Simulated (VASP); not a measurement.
# BaTiO3 (P4/mmm) in VASP: notebook

BaTiO3 is run at these levels: r2SCAN; tasks: single point.

Everything below comes from runs of VASP 6.6.1. Logs are shortened: lines on timing, memory, paths and dates and some standing lists are left out, and cuts for length are marked.

### Step 1. The cell of the first run

The structure is tetragonal, space group P4/mmm (No. 123). Conventional cell: a = 4.034 Å, b = 4.034 Å, c = 3.966 Å, α = 90.00°, β = 90.00°, γ = 90.00°. Within 3.7 Å of Ba (site symmetry 4/mmm) lie 12 O at 2.83 to 2.85 Å and 8 Ti at 3.47 Å. Ti (site symmetry 4/mmm) has 6 O at 1.98 to 2.02 Å within 2.6 Å. O (site symmetry 4/mmm) has 2 Ti at 1.98 Å within 2.6 Å. O (site symmetry mmm) has 2 Ti at 2.02 Å within 2.7 Å.

### Step 2. Single point, r2SCAN (epitaxial xy strain +1.0%)

POSCAR reads:

```
BaTiO3
1.0
    4.0340374856      0.0000000000      0.0000000000
    0.0000000000      4.0340374856      0.0000000000
    0.0000000000      0.0000000000      3.9661354789
Ba Ti O
1 1 3
Direct
    0.0000000000      0.0000000000      0.0000000000
    0.5000000000      0.5000000000      0.5000000000
    0.5000000000      0.5000000000      0.0000000000
    0.5000000000      0.0000000000      0.5000000000
    0.0000000000      0.5000000000      0.5000000000
```

INCAR.step1 reads:

```
PREC = Accurate ; ENCUT = 520
ISMEAR = 0 ; SIGMA = 0.01
LREAL = False ; LASPH = True
NELM = 100 ; NBANDS = 28
GGA = PE ; ALGO = Normal
EDIFF = 1E-4 ; LWAVE = True
LCHARG = False
```

INCAR.step2 reads:

```
PREC = Accurate ; ENCUT = 520
EDIFF = 1E-7 ; ISMEAR = 0
SIGMA = 0.01 ; LREAL = False
LASPH = True ; NELM = 100
ALGO = Normal ; ISIF = 2
LWAVE = False ; LCHARG = False
METAGGA = R2SCAN ; LMIXTAU = True
NBANDS = 28 ; ISTART = 1
```

KPOINTS reads:

```
Automatic mesh
0
Gamma
  6 6 6
```

Potentials or basis: VASP PAW PBE potentials, release 64 (Ba_sv, Ti_sv, O).

Command:

```console
$ cat potpaw_PBE.64/Ba_sv/POTCAR potpaw_PBE.64/Ti_sv/POTCAR potpaw_PBE.64/O/POTCAR > POTCAR
$ cp INCAR.step1 INCAR
$ mpirun -np 1 vasp_std > vasp.out
$ cp INCAR.step2 INCAR
$ mpirun -np 1 vasp_std > vasp.out
```

OUTCAR:

```text
PREC = Accurate
   ENCUT = 520
   EDIFF = 1E-7
   ISMEAR = 0
   LREAL = False
   LASPH = True
   NELM = 100
   ISIF = 2
   METAGGA = R2SCAN
   ISTART = 1

 ion  position               nearest neighbor table
   1  0.000  0.000  0.000-   4 2.83   5 2.83   4 2.83   5 2.83   5 2.83   5 2.83   4 2.83   4 2.83
                             3 2.85   3 2.85   3 2.85   3 2.85   2 3.47   2 3.47   2 3.47   2 3.47
   2  0.500  0.500  0.500-   3 1.98   3 1.98   5 2.02   4 2.02   4 2.02   5 2.02   1 3.47   1 3.47
                             1 3.47   1 3.47   1 3.47   1 3.47   1 3.47   1 3.47
   3  0.500  0.500  0.000-   2 1.98   2 1.98   1 2.85   1 2.85   1 2.85   1 2.85
   4  0.500  0.000  0.500-   2 2.02   2 2.02   1 2.83   1 2.83   1 2.83   1 2.83
   5  0.000  0.500  0.500-   2 2.02   2 2.02   1 2.83   1 2.83   1 2.83   1 2.83

  LATTYP: Found a simple tetragonal cell.
 ALAT       =     4.0340374856
 C/A-ratio  =     0.9831677304

  Lattice vectors:

 A1 = (   4.0340374856,   0.0000000000,   0.0000000000)
 A2 = (   0.0000000000,   4.0340374856,   0.0000000000)
 A3 = (   0.0000000000,   0.0000000000,   3.9661354789)

Analysis of symmetry for initial positions (statically):
=====================================================================
 Subroutine PRICEL returns:
 Original cell was already a primitive cell.

 Routine SETGRP: Setting up the symmetry group for a
 simple tetragonal supercell.

 Subroutine GETGRP returns: Found 16 space group operations
 (whereof 16 operations were pure point group operations)
 out of a pool of 16 trial point group operations.

The static configuration has the point symmetry D_4h.

Analysis of symmetry for dynamics (positions and initial velocities):
=====================================================================
 Subroutine PRICEL returns:
 Original cell was already a primitive cell.

 Routine SETGRP: Setting up the symmetry group for a
 simple tetragonal supercell.

 Subroutine GETGRP returns: Found 16 space group operations
 (whereof 16 operations were pure point group operations)
 out of a pool of 16 trial point group operations.

The dynamic configuration has the point symmetry D_4h.

 Subroutine INISYM returns: Found 16 space group operations
 (whereof 16 operations are pure point group operations),
 and found     1 'primitive' translations

----------------------------------------------------------------------------------------

                                     Primitive cell

  volume of cell :      64.5427

  direct lattice vectors                    reciprocal lattice vectors
     4.034037486  0.000000000  0.000000000     0.247890607  0.000000000  0.000000000
     0.000000000  4.034037486  0.000000000     0.000000000  0.247890607  0.000000000
     0.000000000  0.000000000  3.966135479     0.000000000  0.000000000  0.252134604

  length of vectors
     4.034037486  4.034037486  3.966135479     0.247890607  0.247890607  0.252134604

  position of ions in fractional coordinates (direct lattice)
     0.000000000  0.000000000  0.000000000
     0.500000000  0.500000000  0.500000000
     0.500000000  0.500000000  0.000000000
     0.500000000  0.000000000  0.500000000
     0.000000000  0.500000000  0.500000000

  ion indices of the primitive-cell ions
   primitive index   ion index
                 1           1
                 2           2
                 3           3
                 4           4
                 5           5

----------------------------------------------------------------------------------------

 KPOINTS: Automatic mesh

Automatic generation of k-mesh.
 Grid dimensions read from file:
 generate k-points for:    6    6    6

 Generating k-lattice:

  Cartesian coordinates                     Fractional coordinates (reciprocal lattice)
     0.041315101  0.000000000  0.000000000     0.166666667  0.000000000  0.000000000
     0.000000000  0.041315101  0.000000000     0.000000000  0.166666667  0.000000000
     0.000000000  0.000000000  0.042022434     0.000000000  0.000000000  0.166666667

  Length of vectors
     0.041315101  0.041315101  0.042022434

  Shift w.r.t. Gamma in fractional coordinates (k-lattice)
     0.000000000  0.000000000  0.000000000

 Subroutine IBZKPT returns following result:
 ===========================================

 Found     40 irreducible k-points:

 Following reciprocal coordinates:
            Coordinates               Weight
  0.000000  0.000000  0.000000      1.000000
  0.166667  0.000000  0.000000      4.000000
  0.333333  0.000000  0.000000      4.000000
  0.500000  0.000000  0.000000      2.000000
  0.166667  0.166667  0.000000      4.000000
  0.333333  0.166667  0.000000      8.000000
[... 16 lines left out ...]
  0.333333  0.000000  0.333333      8.000000
  0.500000  0.000000  0.333333      4.000000
 [... further k-points ...]
   k-points           NKPTS =     40   k-points in BZ     NKDIM =     40   number of bands    NBANDS=     28
   number of dos      NEDOS =    301   number of ions     NIONS =      5
   total plane-waves  NPLWV =  27000
   dimension x,y,z NGX =    30 NGY =   30 NGZ =   30
   dimension x,y,z NGXF=    60 NGYF=   60 NGZF=   60
   ions per type =               1   1   3
   NGX,Y,Z   is equivalent  to a cutoff of  12.36, 12.36, 12.57 a.u.
   NGXF,Y,Z  is equivalent  to a cutoff of  24.73, 24.73, 25.15 a.u.
 SYSTEM =  unknown system
   PREC   = accura    normal or accurate (medium, high low for compatibility)
   ISTART =      1    job   : 0-new  1-cont  2-samecut
   ICHARG =      0    charge: 1-file 2-atom 10-const
   ISPIN  =      1    spin polarized calculation?
   LNONCOLLINEAR =      F non collinear calculations
   LSORBIT =      F    spin-orbit coupling
   LASPH  =      T    aspherical Exc in radial PAW
   ENCUT  =  520.0 eV  38.22 Ry    6.18 a.u.   7.50  7.50  7.37*2*pi/ulx,y,z
   NELM   =    100;   NELMIN=  2; NELMDL=  0     # of ELM steps
   EDIFF  = 0.1E-06   stopping-criterion for ELM
   LREAL  =      F    real-space projection
   EDIFFG = 0.1E-05   stopping-criterion for IOM
   NSW    =      0    number of steps for IOM
   IBRION =     -1    ionic relax: 0-MD 1-quasi-New 2-CG
   NFREE  =      0    steps in history (QN), initial steepest desc. (CG)
   ISIF   =      2    stress and relaxation
   ISYM   =      2    0-nonsym 1-usesym 2-fastsym
   POTIM  = 0.5000    time-step for ionic-motion
   TEBEG  =    0.0;   TEEND  =   0.0 temperature during run
   PSTRESS=    0.0 pullay stress
   NELECT =      40.0000    total number of electrons
   NUPDOWN=      -1.0000    fix difference up-down
   EMIN   =  10.00;   EMAX   =-10.00  energy-range for DOS
   EFERMI =   0.00;   METHOD = LEGACY
   ISMEAR =     0;   SIGMA  =   0.01  broadening in eV -4-tet -1-fermi 0-gaus
   EFERMI_NEDOS =   21; number of points for ismear=-14 and -15
   IALGO  =     38    algorithm
   IMIX   =      4    mixing-type and parameters
     AMIX     =   0.40;   BMIX     =  1.00
     AMIX_MAG =   1.60;   BMIX_MAG =  1.00
  volume/ion in A,a.u.               =      12.91        87.11
  Fermi-wavevector in a.u.,A,eV,Ry     =   1.395765  2.637614 26.506332  1.948160
  Thomas-Fermi vector in A             =   2.519185
   LORBIT       =      0    0 simple, 1 ext, 2 COOP (PROOUT), +10 PAW based schemes
   METAGGA = R2SCAN    functional components
   LHFCALC =     F    Hartree Fock is set to
   AEXX    =    0.0000 exact exchange contribution
   IVDW    =     0    specifies the selected vdW correction
   LEPSILON=     F    determine dielectric tensor
   LRPA    =     F    only Hartree local field effects (RPA)
 non-spin polarized calculation
 Gauss-broadening in eV      SIGMA  =   0.01
  energy-cutoff  :      520.00
  volume of cell :       64.54
 maximum number of plane-waves:      1761
   NGX = 15   NGY = 15   NGZ = 15

 number of electron      39.9999980 magnetization

 Free energy of the ion-electron system (eV)
  ---------------------------------------------------
  ext. energy  EPLUGINS =         0.00000000
  ---------------------------------------------------
  free energy    TOTEN  =       -74.22736045 eV

  energy without entropy =      -74.22736045  energy(sigma->0) =      -74.22736045

 E-fermi :   3.6331     XC(G=0): -11.8818

 val. band max:        3.4949003318   @ k =   0.5000   0.5000   0.5000
 cond. band min:       5.5790303800   @ k =   0.0000   0.0000   0.0000
 fundamental gap:      2.0841300482
 Fermi energy:         3.6330927944

 k-point     1 :       0.0000    0.0000    0.0000
  band No.  band energies     occupation
      1     -55.4315      2.00000
      2     -30.5921      2.00000
      3     -30.5828      2.00000
      4     -30.5828      2.00000
      5     -22.0052      2.00000
      6     -14.3769      2.00000
[... 20 lines left out ...]
     27       9.1633      0.00000
     28      11.7168      0.00000

 k-point     2 :       0.1667    0.0000    0.0000
  band No.  band energies     occupation
      1     -55.4312      2.00000
      2     -30.5959      2.00000
      3     -30.5916      2.00000
      4     -30.5824      2.00000
      5     -21.9757      2.00000
      6     -14.4075      2.00000
[... 20 lines left out ...]
     27       9.6842      0.00000
     28      12.3587      0.00000

 k-point     3 :       0.3333    0.0000    0.0000
  band No.  band energies     occupation
      1     -55.4307      2.00000
      2     -30.6219      2.00000
      3     -30.5907      2.00000
      4     -30.5815      2.00000
      5     -21.9155      2.00000
      6     -14.5324      2.00000
[... 20 lines left out ...]
     27      10.9029      0.00000
     28      12.4485      0.00000

 k-point     4 :       0.5000    0.0000    0.0000
  band No.  band energies     occupation
      1     -55.4305      2.00000
      2     -30.6348      2.00000
      3     -30.5903      2.00000
      4     -30.5810      2.00000
      5     -21.8847      2.00000
      6     -14.6113      2.00000
[... 578 lines left out ...]
     27      11.4174      0.00000
     28      12.7211      0.00000

 k-point    23 :       0.3333    0.0000    0.3333
  band No.  band energies     occupation
      1     -55.4298      2.00000
      2     -30.6385      2.00000
      3     -30.6195      2.00000
      4     -30.5798      2.00000
      5     -21.8408      2.00000
      6     -14.2154      2.00000
[... 20 lines left out ...]
     27      12.6581      0.00000
     28      12.7326      0.00000

 k-point    24 :       0.5000    0.0000    0.3333
  band No.  band energies     occupation
      1     -55.4295      2.00000
      2     -30.6378      2.00000
      3     -30.6322      2.00000
      4     -30.5794      2.00000
      5     -21.8189      2.00000
      6     -14.1747      2.00000
[... 20 lines left out ...]
     27      12.3476      0.00000
     28      13.6229      0.00000

 [... further k-points ...]

------------------------ aborting loop because EDIFF is reached ----------------------------------------

  FORCE on cell =-STRESS in cart. coord.  units (eV):
  Direction    XX          YY          ZZ          XY          YZ          ZX
  --------------------------------------------------------------------------------------
  -------------------------------------------------------------------------------------
  Total       -0.5746624     -0.5746624      0.7994893      0.0000000      0.0000000      0.0000000
  in kB      -14.2651364    -14.2651364     19.8461308      0.0000000      0.0000000      0.0000000
  external PRESSURE =      -2.8947140 kB  Pullay stress =       0.0000000 kB

 VOLUME and BASIS-vectors are now :
 -----------------------------------------------------------------------------
  energy-cutoff  :      520.00
  volume of cell :       64.54
      direct lattice vectors                 reciprocal lattice vectors
     4.034037486  0.000000000  0.000000000     0.247890607  0.000000000  0.000000000
     0.000000000  4.034037486  0.000000000     0.000000000  0.247890607  0.000000000
     0.000000000  0.000000000  3.966135479     0.000000000  0.000000000  0.252134604

 POSITION                                       TOTAL-FORCE (eV/Angst)
 -----------------------------------------------------------------------------------
      0.00000      0.00000      0.00000         0.000000      0.000000      0.000000
      2.01702      2.01702      1.98307         0.000000      0.000000      0.000000
      2.01702      2.01702      0.00000         0.000000      0.000000      0.000000
      2.01702      0.00000      1.98307         0.000000      0.000000      0.000000
      0.00000      2.01702      1.98307         0.000000      0.000000      0.000000
 -----------------------------------------------------------------------------------
    total drift:                                0.000000      0.000000     -0.000000

  FREE ENERGIE OF THE ION-ELECTRON SYSTEM (eV)
  ---------------------------------------------------
  free  energy   TOTEN  =       -74.2273604543 eV

  energy  without entropy=      -74.2273604543  energy(sigma->0) =      -74.22736045
```

Run time: 2.6 min. Hardware: 1 thread of AMD EPYC 9R45 (Zen 5), shared host; peak memory 0.19 GiB.

Results:

```yaml
Free_energy: -74.2274 eV
Pressure: -0.3 GPa
Band_gap_on_the_k_mesh: 2.08 eV (least direct gap 2.25 eV)
```

Caveat: the cell differs from its parent crystal (epitaxial xy strain +1.0%); the PAW data sets were made with another functional, which shifts forces and pressure a little; spin-orbit coupling is left out, which moves the levels of the heavy elements. A k mesh can miss the band edges.

[end of part 1 of 2]
